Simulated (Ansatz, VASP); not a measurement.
# One calculation of SbW, two programs

The input POSCAR:

```
SbW
1.0
    0.0000000000      3.1234445155      3.1234445155
    3.1234445155      0.0000000000      3.1234445155
    3.1234445155      3.1234445155      0.0000000000
W Sb
1 1
Direct
    0.0000000000      0.0000000000      0.0000000000
    0.2500000000      0.2500000000      0.2500000000
```

The input INCAR.step1:

```
PREC     = Accurate       # precision mode
ENCUT    = 520            # plane-wave cutoff, eV
ISMEAR   = 0              # smearing method
SIGMA    = 0.05           # smearing width, eV
LREAL    = F              # projectors in reciprocal space
LASPH    = T              # aspherical terms in the spheres
NELM     = 100            # most SCF steps
NBANDS   = 16             # bands
GGA      = PE             # functional
ALGO     = Normal         # electronic algorithm
EDIFF    = 1E-4           # SCF threshold, eV
LWAVE    = T              # write WAVECAR
LCHARG   = F              # write CHGCAR
```

Contents of INCAR.step2:

```
PREC     = Accurate       # precision mode
ENCUT    = 520            # plane-wave cutoff, eV
EDIFF    = 1E-6           # SCF threshold, eV
ISMEAR   = 0              # smearing method
SIGMA    = 0.05           # smearing width, eV
LREAL    = F              # projectors in reciprocal space
LASPH    = T              # aspherical terms in the spheres
NELM     = 100            # most SCF steps
ALGO     = Normal         # electronic algorithm
ISIF     = 2              # what is computed and relaxed
LWAVE    = F              # write WAVECAR
LCHARG   = F              # write CHGCAR
METAGGA  = R2SCAN         # meta-GGA
LMIXTAU  = T            
NBANDS   = 16             # bands
ISTART   = 1
```

The input KPOINTS:

```
regular mesh
0
Gamma
  10 10 10
```

Input for Ansatz:

```yaml
crystal:
  lattice:
    - [0.0, 3.1234445155, 3.1234445155]
    - [3.1234445155, 0.0, 3.1234445155]
    - [3.1234445155, 3.1234445155, 0.0]
  atoms:
    - { symbol: W, position: [0.0, 0.0, 0.0] }
    - { symbol: Sb, position: [0.25, 0.25, 0.25] }
basis:
  ecutwfc: 500
  ecutrho_ratio: 4
kpoints:
  mp_grid: { grid: [10, 10, 10] }
hamiltonian:
  xc: r2scan
scf:
  occupations: { method: gaussian, width: 0.05 }
output:
  forces: true
  stress: true
  eigenvalues: true
```

Alike in both runs: task single point; functional r2SCAN; k mesh 10 × 10 × 10; occupations gaussian, width 0.05 eV; no spin polarisation.

|  | VASP | Ansatz |
| --- | --- | --- |
| version | VASP 6.6.1 | Ansatz 0.2.0 |
| potentials or method | VASP PAW PBE potentials, release 64 (W_sv, Sb), cutoff 520 eV | scalar-relativistic, plane waves, PAW |
| valence electrons in the cell | 19 | 29 |

Ansatz gave:

```
gap on the k mesh at the Fermi level (eV) : none
pressure (GPa)                            : -5.5
```

Problem. Estimate VASP's values.

Solution. gap on the k mesh at the Fermi level (eV): none; pressure (GPa): -5.4.

VASP's potentials were made for PBE, not for r2SCAN. A gap of «none» marks a metal or a gap that the smearing closes. The functional is the same, so the differences come from potentials, cutoffs and numerics. VASP's potentials hold 19 valence electrons a cell and Ansatz's 29, so a difference there can come from the potentials and not from the codes.

Spin-orbit coupling is off throughout.
